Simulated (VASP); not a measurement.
Wanted: the native input for a VASP 6.6.1 run.

```
Task                   : single point
Functional             : r2SCAN
Potentials or basis    : VASP PAW PBE potentials, release 64 (Fe, Co)
Cutoff                 : 520 eV
k mesh                 : 12 × 12 × 12
Occupations            : gaussian, width 0.1 eV
Spin                   : no spin polarisation
Dipole correction      : no
Further INCAR settings : ALGO = Normal; EDIFF = 1e-06; NBANDS = 26
```

The system is FeCo3.

```
CELL_PARAMETERS angstrom
3.41115 0.00000 0.00000
0.00000 3.41115 0.00000
0.00000 0.00000 3.41115
ATOMIC_POSITIONS crystal
Fe 0.00000 0.00000 0.00000
Co 0.50000 0.50000 0.00000
Co 0.50000 0.00000 0.50000
Co 0.00000 0.50000 0.50000
```

These files were run (other wordings do the same):

POSCAR

```
FeCo3
1.0
    3.4111504677      0.0000000000      0.0000000000
    0.0000000000      3.4111504677      0.0000000000
    0.0000000000      0.0000000000      3.4111504677
Fe Co
1 3
Direct
    0.0000000000      0.0000000000      0.0000000000
    0.5000000000      0.5000000000      0.0000000000
    0.5000000000      0.0000000000      0.5000000000
    0.0000000000      0.5000000000      0.5000000000
```

INCAR.step1

```
SYSTEM = FeCo3
PREC = Accurate ; ENCUT = 520
ISMEAR = 0 ; SIGMA = 0.1
LREAL = .FALSE. ; LASPH = .TRUE.
NELM = 100 ; NBANDS = 26
GGA = PE ; ALGO = Normal
EDIFF = 1E-4 ; LWAVE = .TRUE.
LCHARG = .FALSE.
```

INCAR.step2

```
SYSTEM = FeCo3
PREC = Accurate ; ENCUT = 520
EDIFF = 1E-6 ; ISMEAR = 0
SIGMA = 0.1 ; LREAL = .FALSE.
LASPH = .TRUE. ; NELM = 100
ALGO = Normal ; ISIF = 2
LWAVE = .FALSE. ; LCHARG = .FALSE.
METAGGA = R2SCAN ; LMIXTAU = .TRUE.
NBANDS = 26 ; ISTART = 1
```

KPOINTS

```
regular mesh
0
G
  12 12 12
  0 0 0
```

Potentials or basis: VASP PAW PBE potentials, release 64 (Fe, Co).

Launch:

```bash
$ cat potpaw_PBE.64/Fe/POTCAR potpaw_PBE.64/Co/POTCAR > POTCAR
$ cp INCAR.step1 INCAR
$ mpirun -np 1 vasp_std > vasp.out
$ cp INCAR.step2 INCAR
$ mpirun -np 1 vasp_std > vasp.out
```

Results of the run:

```
Pressure               : 0.3 GPa
Band gap on the k mesh : zero (an odd number of electrons rules out a gap without spin polarisation)
```

Caveat: the PAW data sets were made with another functional, which shifts forces and pressure a little; the run has no spin polarisation, though such a crystal can be magnetic.

Wall time 3.1 min on 1 thread of Intel(R) Xeon(R) 6975P-C (Granite Rapids), on a shared host, peak memory 0.21 GiB.
